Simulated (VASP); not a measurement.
Here is a VASP 6.6.1 calculation.

INCAR

```
ALGO     = Normal         # electronic algorithm
EDIFF    = 1E-7           # SCF threshold, eV
ENCUT    = 520            # plane-wave cutoff, eV
GGA      = RP             # functional
ISIF     = 2              # what is computed and relaxed
ISMEAR   = -1             # smearing method
ISPIN    = 2              # spin polarisation
LASPH    = T              # aspherical terms in the spheres
LCHARG   = F              # write CHGCAR
LMAXMIX  = 4              # l up to which the mixer works
LORBIT   = 11             # projections on sites
LREAL    = F              # projectors in reciprocal space
LWAVE    = F              # write WAVECAR
MAGMOM   = 1 0            # initial moments
NBANDS   = 18             # bands
NELM     = 150            # most SCF steps
PREC     = Accurate       # precision mode
SIGMA    = 0.05           # smearing width, eV
```

File KPOINTS:

```
k-points
0
Gamma
  9 9 9
```

The input POSCAR:

```
AlNi
1.0
    2.9157431621      0.0000000000      0.0000000000
    0.0000000000      2.9157431621      0.0000000000
    0.0000000000      0.0000000000      2.9157431621
Ni Al
1 1
Direct
    0.5000000000      0.5000000000      0.5000000000
    0.0000000000      0.0000000000      0.0000000000
```

Potentials or basis: VASP PAW PBE potentials, release 64 (Ni, Al).

Launch:

```sh
$ cat potpaw_PBE.64/Ni/POTCAR potpaw_PBE.64/Al/POTCAR > POTCAR
$ mpirun -np 1 vasp_std > vasp.out
```

(1) Estimate the pressure.

(2) What does it give for the net moment?

Results:

(1) -0.1 GPa.

(2) 0.00 μB per cell.

Caveat: the moments typed at the start vanished in this run; the PAW data sets were made with another functional, which shifts forces and pressure a little.
